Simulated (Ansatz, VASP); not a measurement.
One calculation of BN, two programs

```
B N
1.0
     0.00000    1.79028    1.79028
     1.79028    0.00000    1.79028
     1.79028    1.79028    0.00000
B N
1 1
Cartesian
  0.0000 0.0000 0.0000
  0.8951 0.8951 0.8951
```

Alike in both runs: functional LDA; k mesh 12 × 12 × 12; occupations gaussian, width 0.02 eV; no spin polarisation.

Ansatz relaxed the structure, and its values are those at the end. VASP's run is a single point on that final structure, the one shown.

```csv
,VASP,Ansatz
version,VASP 6.6.1,Ansatz 0.2.0
potentials or method,"VASP PAW LDA potentials, release 64 (B, N), cutoff 600 eV","scalar-relativistic, plane waves, PAW"
valence electrons in the cell,8,8
```

VASP gave:

| Quantity | Value |
| --- | --- |
| gap on the k mesh at the Fermi level (eV) | 4.38 |
| least direct gap on the mesh (eV) | 8.82 |
| pressure (GPa) | 0.8 |

What did Ansatz give for the same quantities?

gap on the k mesh at the Fermi level (eV): 4.39; least direct gap on the mesh (eV): 8.83; pressure (GPa): 0.0.

LDA's correlation is that of Perdew and Zunger in VASP and of Perdew and Wang (1992) in Ansatz.
